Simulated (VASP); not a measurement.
**Cu: single point with LDA**

Crystal: Cu.

```
Cu
1.0
     0.00000    1.73505    1.73505
     1.73505    0.00000    1.73505
     1.73505    1.73505    0.00000
Cu
1
Direct
  0.00000 0.00000 0.00000
```

This cell differs from its parent crystal: volume scaled by 0.96.

```yaml
Program: VASP 6.6.1
Task: single point
Functional: LDA
Potentials_or_basis: VASP PAW LDA potentials, release 64 (Cu)
Cutoff: 520 eV
k_mesh: 25 × 25 × 25
Occupations: fermi-dirac, width 0.1 eV
Spin: no spin polarisation
Dipole_correction: no
Further_INCAR_settings: ALGO = Normal; EDIFF = 1e-06; NBANDS = 12
```

The pressure is 9.5 GPa.

Levels at points of the mesh, in eV from the Fermi level:
```
           k point  band 3  band 4  band 5  band 6  band 7  band 8  band 9  band 10
(0.00, 0.00, 0.00)   -3.53   -3.53   -2.52   -2.52   23.60   27.06   27.06    27.06
```

It took 81 s on 1 thread of Intel Xeon 8259CL (shared host), peak memory 0.16 GiB.
